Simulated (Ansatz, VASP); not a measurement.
## One calculation of Sn, two programs

```xyz
2
Lattice="-2.9401 2.9401 1.5993 2.9401 -2.9401 1.5993 2.9401 2.9401 -1.5993" Properties=species:S:1:pos:R:3 pbc="T T T"
Sn    0.0000    2.9401    0.7997
Sn    0.0000    0.0000    0.0000
```

Alike in both runs: task single point; functional r2SCAN; k mesh 14 × 14 × 14; occupations gaussian, width 0.1 eV; no spin polarisation.

|  | VASP | Ansatz |
| --- | --- | --- |
| version | VASP 6.6.1 | Ansatz 0.2.0 |
| potentials or method | VASP PAW PBE potentials, release 64 (Sn_d), cutoff 520 eV | scalar-relativistic, plane waves, PAW |
| valence electrons in the cell | 28 | 28 |

VASP gave:

| Quantity | Value |
| --- | --- |
| gap on the k mesh at the Fermi level (eV) | none |
| pressure (GPa) | -0.2 |
| traceless stress, the component that is largest in VASP (GPa) | 0.27 |

Task: Which values does Ansatz return?

Result: gap on the k mesh at the Fermi level (eV): none; pressure (GPa): -0.1; traceless stress, the component that is largest in VASP (GPa): 0.27.

VASP's potentials were made for PBE, not for r2SCAN. A gap of «none» marks a metal or a gap that the smearing closes. With one functional, cell and mesh, what is left measures potentials, basis and numerics.
